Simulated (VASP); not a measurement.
# Cl (R-3m) in VASP: notebook

Runs on Cl. Level: PBEsol. Tasks: single point.

All numbers are computed with VASP 6.6.1; they aren't measurements. Logs are shortened: lines on timing, memory, paths and dates and some standing lists are left out, and cuts for length are marked.

## 1. The cell of the first run

Symmetry: R-3m, No. 166, trigonal system. The conventional cell has a = 7.144 Å, b = 7.144 Å, c = 23.692 Å, α = 90.00°, β = 90.00°, γ = 120.00°. Cl (site symmetry m) has 1 Cl at 2.01 Å within 2.7 Å. Cl (site symmetry m) has 5 Cl at 2.60 to 2.94 Å within 3.4 Å.

## 2. Single point, PBEsol

Contents of INCAR:

```
ALGO = Normal ; EDIFF = 1E-6
ENCUT = 500 ; GGA = PS
GGA_COMPAT = F ; ISIF = 2
ISMEAR = 0 ; LASPH = T
LCHARG = F ; LREAL = F
LWAVE = F ; NBANDS = 54
NELM = 120 ; PREC = Accurate
SIGMA = 0.1
```

Contents of KPOINTS:

```
k-points
0
Gamma
  3 3 3
```

Contents of POSCAR:

```
Cl
1.0
    3.5720508488      2.0623245192      7.8971717185
   -3.5720508488      2.0623245192      7.8971717185
    0.0000000000     -4.1246490381      7.8971717186
Cl
12
Direct
    0.0490057536      0.5288832472      0.0490057536
    0.0490057536      0.0490057536      0.5288832472
    0.5288832472      0.0490057536      0.0490057536
    0.9509942464      0.4711167528      0.9509942464
    0.4711167528      0.9509942464      0.9509942464
    0.9509942464      0.9509942464      0.4711167528
    0.2080756193      0.5779464875      0.2080756193
    0.2080756193      0.2080756193      0.5779464875
    0.5779464875      0.2080756193      0.2080756193
    0.7919243807      0.4220535125      0.7919243807
    0.4220535125      0.7919243807      0.7919243807
    0.7919243807      0.7919243807      0.4220535125
```

Potentials or basis: VASP PAW PBE potentials, release 64 (Cl).

Command:

```console
$ cat potpaw_PBE.64/Cl/POTCAR > POTCAR
$ mpirun -np 1 vasp_std > vasp.out
```

OUTCAR:

```text
EDIFF = 1E-6
   ENCUT = 500
   GGA = PS
   ISIF = 2
   ISMEAR = 0
   LASPH = T
   LREAL = F
   NELM = 120
   PREC = Accurate

 ion  position               nearest neighbor table
   1  0.049  0.529  0.049-   4 2.01
   2  0.049  0.049  0.529-   6 2.01
   3  0.529  0.049  0.049-   5 2.01
   4  0.951  0.471  0.951-   1 2.01
   5  0.471  0.951  0.951-   3 2.01
   6  0.951  0.951  0.471-   2 2.01
   7  0.208  0.578  0.208-  11 2.60  12 2.60   8 2.64   9 2.64
   8  0.208  0.208  0.578-  10 2.60  11 2.60   7 2.64   9 2.64
   9  0.578  0.208  0.208-  10 2.60  12 2.60   8 2.64   7 2.64
  10  0.792  0.422  0.792-   9 2.60   8 2.60  12 2.64  11 2.64
  11  0.422  0.792  0.792-   7 2.60   8 2.60  12 2.64  10 2.64
  12  0.792  0.792  0.422-   7 2.60   9 2.60  10 2.64  11 2.64

  LATTYP: Found a trigonal (rhomboedric) cell.
 ALAT       =     8.9094360562
 COS(alpha) =     0.6785119531

  Lattice vectors:

 A1 = (   3.5720508488,   2.0623245192,   7.8971717185)
 A2 = (  -3.5720508488,   2.0623245192,   7.8971717185)
 A3 = (   0.0000000000,  -4.1246490381,   7.8971717186)

Analysis of symmetry for initial positions (statically):
=====================================================================
 Subroutine PRICEL returns:
 Original cell was already a primitive cell.

 Routine SETGRP: Setting up the symmetry group for a
 trigonal (rhombohedral) supercell.

 Subroutine GETGRP returns: Found 12 space group operations
 (whereof 12 operations were pure point group operations)
 out of a pool of 12 trial point group operations.

The static configuration has the point symmetry D_3d.

Analysis of symmetry for dynamics (positions and initial velocities):
=====================================================================
 Subroutine PRICEL returns:
 Original cell was already a primitive cell.

 Routine SETGRP: Setting up the symmetry group for a
 trigonal (rhombohedral) supercell.

 Subroutine GETGRP returns: Found 12 space group operations
 (whereof 12 operations were pure point group operations)
 out of a pool of 12 trial point group operations.

The dynamic configuration has the point symmetry D_3d.

 Subroutine INISYM returns: Found 12 space group operations
 (whereof 12 operations are pure point group operations),
 and found     1 'primitive' translations

----------------------------------------------------------------------------------------

                                     Primitive cell

  volume of cell :     349.0579

  direct lattice vectors                    reciprocal lattice vectors
     3.572050849  2.062324519  7.897171719     0.139975611  0.080814957  0.042209204
    -3.572050849  2.062324519  7.897171719    -0.139975611  0.080814957  0.042209204
     0.000000000 -4.124649038  7.897171719     0.000000000 -0.161629913  0.042209204

  length of vectors
     8.909436056  8.909436056  8.909436056     0.167050429  0.167050429  0.167050429

  position of ions in fractional coordinates (direct lattice)
     0.049005754  0.528883247  0.049005754
     0.049005754  0.049005754  0.528883247
     0.528883247  0.049005754  0.049005754
     0.950994246  0.471116753  0.950994246
     0.471116753  0.950994246  0.950994246
     0.950994246  0.950994246  0.471116753
     0.208075619  0.577946488  0.208075619
     0.208075619  0.208075619  0.577946488
     0.577946488  0.208075619  0.208075619
     0.791924381  0.422053512  0.791924381
     0.422053512  0.791924381  0.791924381
     0.791924381  0.791924381  0.422053512

  ion indices of the primitive-cell ions
   primitive index   ion index
                 1           1
                 2           2
                 3           3
                 4           4
                 5           5
                 6           6
                 7           7
                 8           8
                 9           9
                10          10
                11          11
                12          12

----------------------------------------------------------------------------------------

 KPOINTS: k-points

Automatic generation of k-mesh.
 Grid dimensions read from file:
 generate k-points for:    3    3    3

 Generating k-lattice:

  Cartesian coordinates                     Fractional coordinates (reciprocal lattice)
     0.046658537  0.026938319  0.014069735     0.333333333  0.000000000  0.000000000
    -0.046658537  0.026938319  0.014069735     0.000000000  0.333333333  0.000000000
     0.000000000 -0.053876638  0.014069735     0.000000000  0.000000000  0.333333333

  Length of vectors
     0.055683476  0.055683476  0.055683476

  Shift w.r.t. Gamma in fractional coordinates (k-lattice)
     0.000000000  0.000000000  0.000000000

 Subroutine IBZKPT returns following result:
 ===========================================

 Found      6 irreducible k-points:

 Following reciprocal coordinates:
            Coordinates               Weight
  0.000000  0.000000  0.000000      1.000000
  0.333333  0.000000  0.000000      6.000000
  0.333333  0.333333  0.000000      6.000000
 -0.333333  0.333333  0.000000      6.000000
  0.333333  0.333333  0.333333      2.000000
 -0.333333  0.333333  0.333333      6.000000
   k-points           NKPTS =      6   k-points in BZ     NKDIM =      6   number of bands    NBANDS=     54
   number of dos      NEDOS =    301   number of ions     NIONS =     12
   total plane-waves  NPLWV = 343000
   dimension x,y,z NGX =    70 NGY =   70 NGZ =   70
   dimension x,y,z NGXF=   140 NGYF=  140 NGZF=  140
   ions per type =              12
   NGX,Y,Z   is equivalent  to a cutoff of  13.06, 13.06, 13.06 a.u.
   NGXF,Y,Z  is equivalent  to a cutoff of  26.12, 26.12, 26.12 a.u.
 SYSTEM =  unknown system
   PREC   = accura    normal or accurate (medium, high low for compatibility)
   ISTART =      0    job   : 0-new  1-cont  2-samecut
   ICHARG =      2    charge: 1-file 2-atom 10-const
   ISPIN  =      1    spin polarized calculation?
   LNONCOLLINEAR =      F non collinear calculations
   LSORBIT =      F    spin-orbit coupling
   LASPH  =      T    aspherical Exc in radial PAW
   ENCUT  =  500.0 eV  36.75 Ry    6.06 a.u.  16.24 16.24 16.24*2*pi/ulx,y,z
   NELM   =    120;   NELMIN=  2; NELMDL= -5     # of ELM steps
   EDIFF  = 0.1E-05   stopping-criterion for ELM
   LREAL  =      F    real-space projection
   EDIFFG = 0.1E-04   stopping-criterion for IOM
   NSW    =      0    number of steps for IOM
   IBRION =     -1    ionic relax: 0-MD 1-quasi-New 2-CG
   NFREE  =      0    steps in history (QN), initial steepest desc. (CG)
   ISIF   =      2    stress and relaxation
   ISYM   =      2    0-nonsym 1-usesym 2-fastsym
   POTIM  = 0.5000    time-step for ionic-motion
   TEBEG  =    0.0;   TEEND  =   0.0 temperature during run
   PSTRESS=    0.0 pullay stress
   NELECT =      84.0000    total number of electrons
   NUPDOWN=      -1.0000    fix difference up-down
   EMIN   =  10.00;   EMAX   =-10.00  energy-range for DOS
   EFERMI =   0.00;   METHOD = LEGACY
   ISMEAR =     0;   SIGMA  =   0.10  broadening in eV -4-tet -1-fermi 0-gaus
   EFERMI_NEDOS =   21; number of points for ismear=-14 and -15
   IALGO  =     38    algorithm
   IMIX   =      4    mixing-type and parameters
     AMIX     =   0.40;   BMIX     =  1.00
     AMIX_MAG =   1.60;   BMIX_MAG =  1.00
  volume/ion in A,a.u.               =      29.09       196.30
  Fermi-wavevector in a.u.,A,eV,Ry     =   1.018284  1.924277 14.107903  1.036902
  Thomas-Fermi vector in A             =   2.151733
   LORBIT       =      0    0 simple, 1 ext, 2 COOP (PROOUT), +10 PAW based schemes
   GGA     = PS    functional components
   LHFCALC =     F    Hartree Fock is set to
   AEXX    =    0.0000 exact exchange contribution
   IVDW    =     0    specifies the selected vdW correction
   LEPSILON=     F    determine dielectric tensor
   LRPA    =     F    only Hartree local field effects (RPA)
 non-spin polarized calculation
 Gauss-broadening in eV      SIGMA  =   0.10
  energy-cutoff  :      500.00
  volume of cell :      349.06
 maximum number of plane-waves:      8875
 NGX is ok and might be reduce to    70
   NGX = 33   NGY = 33   NGZ = 33

 number of electron      84.0000001 magnetization

 Free energy of the ion-electron system (eV)
  ---------------------------------------------------
  ext. energy  EPLUGINS =         0.00000000
  ---------------------------------------------------
  free energy    TOTEN  =       -21.62686626 eV

  energy without entropy =      -21.56938817  energy(sigma->0) =      -21.59812722

 E-fermi :  -0.1449     XC(G=0):  -7.7047

 val. band max:       -0.1555604555   @ k =  -0.3333   0.3333   0.0000
 cond. band min:      -0.1442912967   @ k =   0.0000   0.0000   0.0000
 fundamental gap:      0.0112691587
 Fermi energy:        -0.1449307286

 k-point     1 :       0.0000    0.0000    0.0000
  band No.  band energies     occupation
      1     -17.1303      2.00000
      2     -16.8558      2.00000
      3     -16.8558      2.00000
      4     -16.4524      2.00000
      5     -14.8440      2.00000
      6     -14.8319      2.00000
[... 46 lines left out ...]
     53       8.0960      0.00000
     54       8.0963      0.00000

 k-point     2 :       0.3333    0.0000    0.0000
  band No.  band energies     occupation
      1     -17.0671      2.00000
      2     -16.9139      2.00000
      3     -16.8559      2.00000
      4     -16.2337      2.00000
      5     -15.4861      2.00000
      6     -14.9362      2.00000
[... 46 lines left out ...]
     53       7.9678      0.00000
     54       8.1395      0.00000

 k-point     3 :       0.3333    0.3333    0.0000
  band No.  band energies     occupation
      1     -17.0619      2.00000
      2     -16.9102      2.00000
      3     -16.8596      2.00000
      4     -16.2447      2.00000
      5     -15.5092      2.00000
      6     -14.9050      2.00000
[... 46 lines left out ...]
     53       7.9666      0.00000
     54       8.1007      0.00000

 k-point     4 :      -0.3333    0.3333    0.0000
  band No.  band energies     occupation
      1     -16.9889      2.00000
      2     -16.9842      2.00000
      3     -16.8592      2.00000
      4     -15.8790      2.00000
      5     -15.8743      2.00000
      6     -15.3460      2.00000
[... 46 lines left out ...]
     53       8.1190      0.00000
     54       8.3793      0.00000

 k-point     5 :       0.3333    0.3333    0.3333
  band No.  band energies     occupation
      1     -17.1066      2.00000
      2     -16.8587      2.00000
      3     -16.8587      2.00000
      4     -16.4958      2.00000
      5     -14.8226      2.00000
      6     -14.8021      2.00000
[... 46 lines left out ...]
     53       7.7021      0.00000
     54       8.2730      0.00000

 k-point     6 :      -0.3333    0.3333    0.3333
  band No.  band energies     occupation
      1     -17.0504      2.00000
      2     -16.9164      2.00000
      3     -16.8592      2.00000
      4     -16.2690      2.00000
      5     -15.4825      2.00000
      6     -14.9094      2.00000
[... 46 lines left out ...]
     53       8.1393      0.00000
     54       8.2253      0.00000

------------------------ aborting loop because EDIFF is reached ----------------------------------------

  FORCE on cell =-STRESS in cart. coord.  units (eV):
  Direction    XX          YY          ZZ          XY          YZ          ZX
  --------------------------------------------------------------------------------------
  -------------------------------------------------------------------------------------
  Total        0.1911740      0.1911740     -1.1856280      0.0000000     -0.0000000      0.0000000
  in kB        0.8774897      0.8774897     -5.4420378      0.0000000     -0.0000000      0.0000000
  external PRESSURE =      -1.2290195 kB  Pullay stress =       0.0000000 kB

 VOLUME and BASIS-vectors are now :
 -----------------------------------------------------------------------------
  energy-cutoff  :      500.00
  volume of cell :      349.06
      direct lattice vectors                 reciprocal lattice vectors
     3.572050849  2.062324519  7.897171719     0.139975611  0.080814957  0.042209204
    -3.572050849  2.062324519  7.897171719    -0.139975611  0.080814957  0.042209204
     0.000000000 -4.124649038  7.897171719     0.000000000 -0.161629913  0.042209204

 POSITION                                       TOTAL-FORCE (eV/Angst)
 -----------------------------------------------------------------------------------
     -1.71415      0.98966      4.95070        -0.038043      0.021964     -0.172880
      0.00000     -1.97933      4.95070         0.000000     -0.043928     -0.172880
      1.71415      0.98966      4.95070         0.038043      0.021964     -0.172880
      1.71415     -0.98966     18.74082         0.038043     -0.021964      0.172880
     -1.71415     -0.98966     18.74082        -0.038043     -0.021964      0.172880
      0.00000      1.97933     18.74082         0.000000      0.043928      0.172880
     -1.32120      0.76279      7.85056        -0.005385      0.003109     -0.011466
      0.00000     -1.52559      7.85056         0.000000     -0.006218     -0.011466
      1.32120      0.76279      7.85056         0.005385      0.003109     -0.011466
      1.32120     -0.76279     15.84095         0.005385     -0.003109      0.011466
     -1.32120     -0.76279     15.84095        -0.005385     -0.003109      0.011466
      0.00000      1.52559     15.84095         0.000000      0.006218      0.011466
 -----------------------------------------------------------------------------------
    total drift:                                0.000000     -0.000000      0.000000

  FREE ENERGIE OF THE ION-ELECTRON SYSTEM (eV)
  ---------------------------------------------------
  free  energy   TOTEN  =       -21.6268662581 eV

  energy  without entropy=      -21.5693881732  energy(sigma->0) =      -21.59812722
```

Wall time 10 min (1 thread of AMD EPYC 7R13, shared host); peak memory 0.64 GiB.

Results:

```yaml
Free_energy: -21.6269 eV
Pressure: -0.1 GPa
Largest_force: 0.178 eV/Å
Band_gap_on_the_k_mesh: zero (bands 42 and 43 overlap by 0.01 eV)
```

Forces in eV/Å, atoms in the order of the input:
```
Cl  -0.038  0.022 -0.173
Cl   0.000 -0.044 -0.173
Cl   0.038  0.022 -0.173
Cl   0.038 -0.022  0.173
Cl  -0.038 -0.022  0.173
Cl   0.000  0.044  0.173
Cl  -0.005  0.003 -0.011
Cl   0.000 -0.006 -0.011
Cl   0.005  0.003 -0.011
Cl   0.005 -0.003  0.011
Cl  -0.005 -0.003  0.011
Cl   0.000  0.006  0.011
```

Caveat: the PAW data sets were made with another functional, which shifts forces and pressure a little.

[end of part 1 of 2]
